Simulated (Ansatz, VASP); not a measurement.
CdS: VASP beside Ansatz

File POSCAR:

```
CdS
1.0
    0.0000000000      2.9165000000      2.9165000000
    2.9165000000      0.0000000000      2.9165000000
    2.9165000000      2.9165000000      0.0000000000
Cd S
1 1
Direct
    0.0000000000      0.0000000000      0.0000000000
    0.2500000000      0.2500000000      0.2500000000
```

The input INCAR.step1:

```
ALGO     = Normal         # electronic algorithm
EDIFF    = 1E-4           # SCF threshold, eV
ENCUT    = 600            # plane-wave cutoff, eV
GGA      = PE             # functional
ISMEAR   = -1             # smearing method
LASPH    = T              # aspherical terms in the spheres
LCHARG   = F              # write CHGCAR
LREAL    = F              # projectors in reciprocal space
LWAVE    = T              # write WAVECAR
NELM     = 100            # most SCF steps
PREC     = Accurate       # precision mode
SIGMA    = 0.02           # smearing width, eV
```

The input INCAR.step2:

```
ALGO     = Normal         # electronic algorithm
EDIFF    = 1E-7           # SCF threshold, eV
EDIFFG   = -0.01          # ionic threshold
ENCUT    = 600            # plane-wave cutoff, eV
IBRION   = 2              # ionic algorithm
ISIF     = 3              # what is computed and relaxed
ISMEAR   = -1             # smearing method
ISTART   = 1            
LASPH    = T              # aspherical terms in the spheres
LCHARG   = F              # write CHGCAR
LMIXTAU  = T            
LREAL    = F              # projectors in reciprocal space
LWAVE    = F              # write WAVECAR
METAGGA  = R2SCAN         # meta-GGA
NELM     = 100            # most SCF steps
NSW      = 80             # ionic steps
PREC     = Accurate       # precision mode
SIGMA    = 0.02           # smearing width, eV
```

Contents of KPOINTS:

```
k-points
0
Gamma
  8 8 8
```

Input for Ansatz:

```yaml
crystal:
  lattice:
    - [0.0, 2.9165, 2.9165]
    - [2.9165, 0.0, 2.9165]
    - [2.9165, 2.9165, 0.0]
  atoms:
    - { symbol: Cd, position: [0.0, 0.0, 0.0] }
    - { symbol: S, position: [0.25, 0.25, 0.25] }
  symmetry: { tolerance: 0.0003 }
hamiltonian:
  xc: r2scan
  pseudopotentials: { kind: paw, azcp: { folder: soft_1 } }
basis:
  ecutwfc: 500
magnetization:
  spin_polarized: false
scf:
  occupations: { method: fermi_dirac, width: 0.02 }
kpoints:
  mp_grid: { grid: [8, 8, 8], shift: [0, 0, 0] }
output:
  forces: true
  stress: true
  eigenvalues: true
relax:
  max_steps: 60
  cell: {}
```

Alike in both runs: task relaxation of cell and atoms; functional r2SCAN; k mesh 8 × 8 × 8; occupations fermi-dirac, width 0.02 eV; no spin polarisation.

```csv
,VASP,Ansatz
version,VASP 6.6.1,Ansatz 0.2.0
potentials or method,"VASP PAW PBE potentials, release 64 (Cd, S), cutoff 600 eV",PAW plane waves
valence electrons in the cell,18,26
```

```csv
,VASP,Ansatz,Ansatz less VASP
"gap on the k mesh at the Fermi level, each at its own relaxed structure (eV)",1.53,1.54,+0.008
relaxed volume (Å³/atom),25.49,25.41,-0.084
relaxed cell length with the largest relative difference (Å),4.162,4.158,-0.0046
```

VASP's potentials were made for PBE, not for r2SCAN. VASP's potentials hold 18 valence electrons a cell and Ansatz's 26, so a difference there can come from the potentials and not from the codes.
